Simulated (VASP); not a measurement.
# NaI (Fm-3m) in VASP: further runs, part 2 of 3

VASP 6.6.1. Earlier steps stand in the parts before.

## Step 3: Single point, PBE

The input, INCAR:

```
ALGO     = Normal         # electronic algorithm
EDIFF    = 1E-6           # SCF threshold, eV
ENCUT    = 520            # plane-wave cutoff, eV
GGA      = PE             # functional
ISIF     = 2              # what is computed and relaxed
ISMEAR   = 0              # smearing method
LASPH    = T              # aspherical terms in the spheres
LCHARG   = F              # write CHGCAR
LREAL    = F              # projectors in reciprocal space
LWAVE    = F              # write WAVECAR
NBANDS   = 14             # bands
NELM     = 60             # most SCF steps
PREC     = Accurate       # precision mode
SIGMA    = 0.01           # smearing width, eV
```

The input, KPOINTS:

```
k-points
0
Gamma
  6 6 6
```

The input, POSCAR:

```
NaI
1.0
    0.0000000000      3.2297205894      3.2297205894
    3.2297205894      0.0000000000      3.2297205894
    3.2297205894      3.2297205894      0.0000000000
Na I
1 1
Direct
    0.0000000000      0.0000000000      0.0000000000
    0.5000000000      0.5000000000      0.5000000000
```

Potentials or basis: VASP PAW PBE potentials, release 64 (Na_pv, I).

Command:

```bash
> cat potpaw_PBE.64/Na_pv/POTCAR potpaw_PBE.64/I/POTCAR > POTCAR
> mpirun -np 1 vasp_std > vasp.out
```

OUTCAR:

```text
EDIFF = 1E-6
   ENCUT = 520
   GGA = PE
   ISIF = 2
   ISMEAR = 0
   LASPH = T
   LREAL = F
   NELM = 60
   PREC = Accurate

 ion  position               nearest neighbor table
   1  0.000  0.000  0.000-
   2  0.500  0.500  0.500-

  LATTYP: Found a face centered cubic cell.
 ALAT       =     6.4594411788

  Lattice vectors:

 A1 = (   0.0000000000,   3.2297205894,   3.2297205894)
 A2 = (   3.2297205894,   0.0000000000,   3.2297205894)
 A3 = (   3.2297205894,   3.2297205894,   0.0000000000)

Analysis of symmetry for initial positions (statically):
=====================================================================
 Subroutine PRICEL returns:
 Original cell was already a primitive cell.

 Routine SETGRP: Setting up the symmetry group for a
 face centered cubic supercell.

 Subroutine GETGRP returns: Found 48 space group operations
 (whereof 48 operations were pure point group operations)
 out of a pool of 48 trial point group operations.

The static configuration has the point symmetry O_h .

Analysis of symmetry for dynamics (positions and initial velocities):
=====================================================================
 Subroutine PRICEL returns:
 Original cell was already a primitive cell.

 Routine SETGRP: Setting up the symmetry group for a
 face centered cubic supercell.

 Subroutine GETGRP returns: Found 48 space group operations
 (whereof 48 operations were pure point group operations)
 out of a pool of 48 trial point group operations.

The dynamic configuration has the point symmetry O_h .

 Subroutine INISYM returns: Found 48 space group operations
 (whereof 48 operations are pure point group operations),
 and found     1 'primitive' translations

----------------------------------------------------------------------------------------

                                     Primitive cell

  volume of cell :      67.3790

  direct lattice vectors                    reciprocal lattice vectors
     0.000000000  3.229720589  3.229720589    -0.154812154  0.154812154  0.154812154
     3.229720589  0.000000000  3.229720589     0.154812154 -0.154812154  0.154812154
     3.229720589  3.229720589  0.000000000     0.154812154  0.154812154 -0.154812154

  length of vectors
     4.567514660  4.567514660  4.567514660     0.268142516  0.268142516  0.268142516

  position of ions in fractional coordinates (direct lattice)
     0.000000000  0.000000000  0.000000000
     0.500000000  0.500000000  0.500000000

  ion indices of the primitive-cell ions
   primitive index   ion index
                 1           1
                 2           2

----------------------------------------------------------------------------------------

 KPOINTS: k-points

Automatic generation of k-mesh.
 Grid dimensions read from file:
 generate k-points for:    6    6    6

 Generating k-lattice:

  Cartesian coordinates                     Fractional coordinates (reciprocal lattice)
    -0.025802026  0.025802026  0.025802026     0.166666667  0.000000000  0.000000000
     0.025802026 -0.025802026  0.025802026     0.000000000  0.166666667  0.000000000
     0.025802026  0.025802026 -0.025802026     0.000000000  0.000000000  0.166666667

  Length of vectors
     0.044690419  0.044690419  0.044690419

  Shift w.r.t. Gamma in fractional coordinates (k-lattice)
     0.000000000  0.000000000  0.000000000

 Subroutine IBZKPT returns following result:
 ===========================================

 Found     16 irreducible k-points:

 Following reciprocal coordinates:
            Coordinates               Weight
  0.000000  0.000000  0.000000      1.000000
  0.166667  0.000000  0.000000      8.000000
  0.333333  0.000000  0.000000      8.000000
  0.500000  0.000000  0.000000      4.000000
  0.166667  0.166667  0.000000      6.000000
  0.333333  0.166667  0.000000     24.000000
[... 8 lines left out ...]
 -0.333333  0.333333  0.166667     24.000000
 -0.333333  0.500000  0.166667     12.000000
   k-points           NKPTS =     16   k-points in BZ     NKDIM =     16   number of bands    NBANDS=     14
   number of dos      NEDOS =    301   number of ions     NIONS =      2
   total plane-waves  NPLWV =  46656
   dimension x,y,z NGX =    36 NGY =   36 NGZ =   36
   dimension x,y,z NGXF=    72 NGYF=   72 NGZF=   72
   ions per type =               1   1
   NGX,Y,Z   is equivalent  to a cutoff of  13.10, 13.10, 13.10 a.u.
   NGXF,Y,Z  is equivalent  to a cutoff of  26.21, 26.21, 26.21 a.u.
 SYSTEM =  unknown system
   PREC   = accura    normal or accurate (medium, high low for compatibility)
   ISTART =      0    job   : 0-new  1-cont  2-samecut
   ICHARG =      2    charge: 1-file 2-atom 10-const
   ISPIN  =      1    spin polarized calculation?
   LNONCOLLINEAR =      F non collinear calculations
   LSORBIT =      F    spin-orbit coupling
   LASPH  =      T    aspherical Exc in radial PAW
   ENCUT  =  520.0 eV  38.22 Ry    6.18 a.u.   8.49  8.49  8.49*2*pi/ulx,y,z
   NELM   =     60;   NELMIN=  2; NELMDL= -5     # of ELM steps
   EDIFF  = 0.1E-05   stopping-criterion for ELM
   LREAL  =      F    real-space projection
   EDIFFG = 0.1E-04   stopping-criterion for IOM
   NSW    =      0    number of steps for IOM
   IBRION =     -1    ionic relax: 0-MD 1-quasi-New 2-CG
   NFREE  =      0    steps in history (QN), initial steepest desc. (CG)
   ISIF   =      2    stress and relaxation
   ISYM   =      2    0-nonsym 1-usesym 2-fastsym
   POTIM  = 0.5000    time-step for ionic-motion
   TEBEG  =    0.0;   TEEND  =   0.0 temperature during run
   PSTRESS=    0.0 pullay stress
   NELECT =      14.0000    total number of electrons
   NUPDOWN=      -1.0000    fix difference up-down
   EMIN   =  10.00;   EMAX   =-10.00  energy-range for DOS
   EFERMI =   0.00;   METHOD = LEGACY
   ISMEAR =     0;   SIGMA  =   0.01  broadening in eV -4-tet -1-fermi 0-gaus
   EFERMI_NEDOS =   21; number of points for ismear=-14 and -15
   IALGO  =     38    algorithm
   IMIX   =      4    mixing-type and parameters
     AMIX     =   0.40;   BMIX     =  1.00
     AMIX_MAG =   1.60;   BMIX_MAG =  1.00
  volume/ion in A,a.u.               =      33.69       227.35
  Fermi-wavevector in a.u.,A,eV,Ry     =   0.969637  1.832348 12.792145  0.940196
  Thomas-Fermi vector in A             =   2.099706
   LORBIT       =      0    0 simple, 1 ext, 2 COOP (PROOUT), +10 PAW based schemes
   GGA     = PE    functional components
   LHFCALC =     F    Hartree Fock is set to
   AEXX    =    0.0000 exact exchange contribution
   IVDW    =     0    specifies the selected vdW correction
   LEPSILON=     F    determine dielectric tensor
   LRPA    =     F    only Hartree local field effects (RPA)
 non-spin polarized calculation
 Gauss-broadening in eV      SIGMA  =   0.01
  energy-cutoff  :      520.00
  volume of cell :       67.38
 maximum number of plane-waves:      1837
 NGX is ok and might be reduce to    36
   NGX = 17   NGY = 17   NGZ = 17

 number of electron      13.9999994 magnetization

 Free energy of the ion-electron system (eV)
  ---------------------------------------------------
  ext. energy  EPLUGINS =         0.00000000
  ---------------------------------------------------
  free energy    TOTEN  =        -5.38363563 eV

  energy without entropy =       -5.38363563  energy(sigma->0) =       -5.38363563

 E-fermi :   0.9549     XC(G=0):  -7.7296

 val. band max:        0.8500785839   @ k =   0.0000   0.0000   0.0000
 cond. band min:       4.5071890618   @ k =   0.0000   0.0000   0.0000
 fundamental gap:      3.6571104778
 Fermi energy:         0.9549025510

 k-point     1 :       0.0000    0.0000    0.0000
  band No.  band energies     occupation
      1     -21.5820      2.00000
      2     -21.5820      2.00000
      3     -21.5820      2.00000
      4     -10.1834      2.00000
      5       0.8501      2.00000
      6       0.8501      2.00000
      7       0.8501      2.00000
      8       4.5072      0.00000
      9       8.7796      0.00000
     10       8.7796      0.00000
     11       8.7796      0.00000
     12      10.6080      0.00000
     13      10.6080      0.00000
     14      11.2898      0.00000
[... 241 lines left out ...]
      1     -21.5855      2.00000
      2     -21.5843      2.00000
      3     -21.5839      2.00000
      4      -9.7788      2.00000
      5      -0.8358      2.00000
      6      -0.2660      2.00000
      7      -0.0471      2.00000
      8       6.2157      0.00000
      9       7.3475      0.00000
     10       9.4338      0.00000
     11       9.4928      0.00000
     12      12.4962      0.00000
     13      13.3359      0.00000
     14      13.5130      0.00000

------------------------ aborting loop because EDIFF is reached ----------------------------------------

  FORCE on cell =-STRESS in cart. coord.  units (eV):
  Direction    XX          YY          ZZ          XY          YZ          ZX
  --------------------------------------------------------------------------------------
  -------------------------------------------------------------------------------------
  Total        0.2263362      0.2263362      0.2263362      0.0000000      0.0000000     -0.0000000
  in kB        5.3819500      5.3819500      5.3819500      0.0000000      0.0000000     -0.0000000
  external PRESSURE =       5.3819500 kB  Pullay stress =       0.0000000 kB

 VOLUME and BASIS-vectors are now :
 -----------------------------------------------------------------------------
  energy-cutoff  :      520.00
  volume of cell :       67.38
      direct lattice vectors                 reciprocal lattice vectors
     0.000000000  3.229720589  3.229720589    -0.154812154  0.154812154  0.154812154
     3.229720589  0.000000000  3.229720589     0.154812154 -0.154812154  0.154812154
     3.229720589  3.229720589  0.000000000     0.154812154  0.154812154 -0.154812154

 POSITION                                       TOTAL-FORCE (eV/Angst)
 -----------------------------------------------------------------------------------
      0.00000      0.00000      0.00000         0.000000      0.000000     -0.000000
      3.22972      3.22972      3.22972        -0.000000      0.000000      0.000000
 -----------------------------------------------------------------------------------
    total drift:                                0.000000      0.000000      0.000000

  FREE ENERGIE OF THE ION-ELECTRON SYSTEM (eV)
  ---------------------------------------------------
  free  energy   TOTEN  =        -5.3836356275 eV

  energy  without entropy=       -5.3836356275  energy(sigma->0) =       -5.38363563
```

Run time: 13 s. Hardware: 1 thread of AMD EPYC 7R13 (Zen 3), shared host; peak memory 0.17 GiB.

What came out:

```
Free energy            : -5.3836 eV
Pressure               : 0.5 GPa
Band gap on the k mesh : 3.66 eV
```

Caveat: spin-orbit coupling is left out, which moves the levels of the heavy elements.

## Step 4: Single point, PBE

The input, INCAR:

```
PREC = Accurate
ENCUT = 520
EDIFF = 1E-6
ISMEAR = 0
SIGMA = 0.2
LREAL = F
LASPH = T
NELM = 100
ALGO = Normal
ISIF = 2
LWAVE = F
LCHARG = F
GGA = PE
NBANDS = 14
```

The input, KPOINTS:

```
Automatic mesh
0
Gamma
  6 6 6
```

POSCAR is that of step 3.

Command:

```bash
> cat potpaw_PBE.64/Na_pv/POTCAR potpaw_PBE.64/I/POTCAR > POTCAR
> mpirun -np 1 vasp_std > vasp.out
```

Run time: 14 s. Hardware: 1 thread of AMD EPYC 7R13 (Zen 3), shared host; peak memory 0.17 GiB.

The run converged. Its results:

```
Free energy            : -5.3836 eV
Pressure               : 0.5 GPa
Band gap on the k mesh : 3.66 eV
```

Levels at points of the mesh, in eV from the valence-band top:
| k point | band 4 | band 5 | band 6 | band 7 | band 8 | band 9 | band 10 | band 11 |
| --- | --- | --- | --- | --- | --- | --- | --- | --- |
| (0.00, 0.00, 0.00) | -11.03 | 0.00 | 0.00 | 0.00 | 3.66 | 7.93 | 7.93 | 7.93 |
| (0.50, 0.00, 0.00) | -10.71 | -2.20 | -0.29 | -0.29 | 5.09 | 7.45 | 7.45 | 8.78 |
| (0.50, 0.50, 0.00) | -10.64 | -1.92 | -0.75 | -0.75 | 4.50 | 5.54 | 9.91 | 11.34 |

Caveat: spin-orbit coupling is left out, which moves the levels of the heavy elements.

(Continued in part 3 of 3.)
